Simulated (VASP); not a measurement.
Set up this calculation in VASP 6.6.1, as the native input.

```yaml
Task: single point
Functional: PBEsol
Potentials_or_basis: VASP PAW PBE potentials, release 64 (Zr_sv, O)
Cutoff: 520 eV
k_mesh: 12 × 12 × 12
Occupations: gaussian, width 0.15 eV
Spin: no spin polarisation
Dipole_correction: no
Further_INCAR_settings: ALGO = Normal; EDIFF = 1e-06; NBANDS = 39
```

The structure of Zr2O lies in POSCAR:

```
Zr2O
1.0
    4.6501798390      0.0000000000      0.0000000000
    0.0000000000      4.6501798390      0.0000000000
    0.0000000000      0.0000000000      5.1151978229
Zr O
4 2
Direct
    0.2500000000      0.2500000000      0.7500000000
    0.7500000000      0.2500000000      0.2500000000
    0.2500000000      0.7500000000      0.2500000000
    0.7500000000      0.7500000000      0.7500000000
    0.0000000000      0.0000000000      0.0000000000
    0.5000000000      0.5000000000      0.5000000000
```

This cell differs from its parent crystal: ratio of the length along z to the lengths across it x 1.1, volume and fractional coordinates fixed.

The input as run:

INCAR

```
SYSTEM = Zr2O
ALGO = Normal
EDIFF = 1E-6
ENCUT = 520
GGA = PS
ISIF = 2
ISMEAR = 0
LASPH = .True.
LCHARG = .True.
LELF = .True.
LREAL = .False.
LVHAR = .True.
LWAVE = .False.
NBANDS = 39
NELM = 60
PREC = Accurate
SIGMA = 0.15
```

KPOINTS

```
k-points
0
Gamma
  12 12 12
  0 0 0
```

Potentials or basis: VASP PAW PBE potentials, release 64 (Zr_sv, O).

The run is started by

```console
$ cat potpaw_PBE.64/Zr_sv/POTCAR potpaw_PBE.64/O/POTCAR > POTCAR
$ mpirun -np 1 vasp_std > vasp.out
```

Results of the run:

```
Pressure               : -0.2 GPa
Band gap on the k mesh : zero (bands 30 and 31 overlap by 0.89 eV)
```

Caveat: the stress differs along the axes, from -4 to 2 GPa; the PAW data sets were made with another functional, which shifts forces and pressure a little.

Run time: 4.4 min on 1 thread of Intel(R) Xeon(R) 6975P-C (Granite Rapids) (shared host), peak memory 0.67 GiB.
